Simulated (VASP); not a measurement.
Wanted: the native input for a VASP 6.6.1 run.

| Quantity | Value |
| --- | --- |
| Task | single point |
| Functional | PBE |
| Potentials or basis | VASP PAW PBE potentials, release 64 (Ga_d, P) |
| Cutoff | 520 eV |
| k mesh | 10 × 10 × 10 |
| Occupations | fermi-dirac, width 0.05 eV |
| Spin | no spin polarisation |
| Dipole correction | no |
| Further INCAR settings | ALGO = Normal; EDIFF = 1e-06; NBANDS = 16 |

The structure of GaP lies in POSCAR:

```
GaP
1.0
    0.0000000000      2.7252500000      2.7252500000
    2.7252500000      0.0000000000      2.7252500000
    2.7252500000      2.7252500000      0.0000000000
Ga P
1 1
Direct
    0.0000000000      0.0000000000      0.0000000000
    0.7500000000      0.7500000000      0.7500000000
```

These files were run (other wordings do the same):

INCAR

```
SYSTEM = GaP
ALGO = Normal
EDIFF = 1E-6
ENCUT = 520
GGA = PE
ISIF = 2
ISMEAR = -1
LASPH = .True.
LCHARG = .True.
LELF = .True.
LREAL = .False.
LVHAR = .True.
LWAVE = .False.
NBANDS = 16
NELM = 100
PREC = Accurate
SIGMA = 0.05
```

KPOINTS

```
k-points
0
Gamma
  10 10 10
  0 0 0
```

Potentials or basis: VASP PAW PBE potentials, release 64 (Ga_d, P).

Launch:

```bash
$ cat potpaw_PBE.64/Ga_d/POTCAR potpaw_PBE.64/P/POTCAR > POTCAR
$ mpirun -np 1 vasp_std > vasp.out
```

Results of the run:

```
Pressure               : 2.4 GPa
Band gap on the k mesh : 1.60 eV (least direct gap 1.83 eV)
```

Wall time 32 s on 1 thread of Intel(R) Xeon(R) 6975P-C (Granite Rapids), on a shared host, peak memory 0.18 GiB.
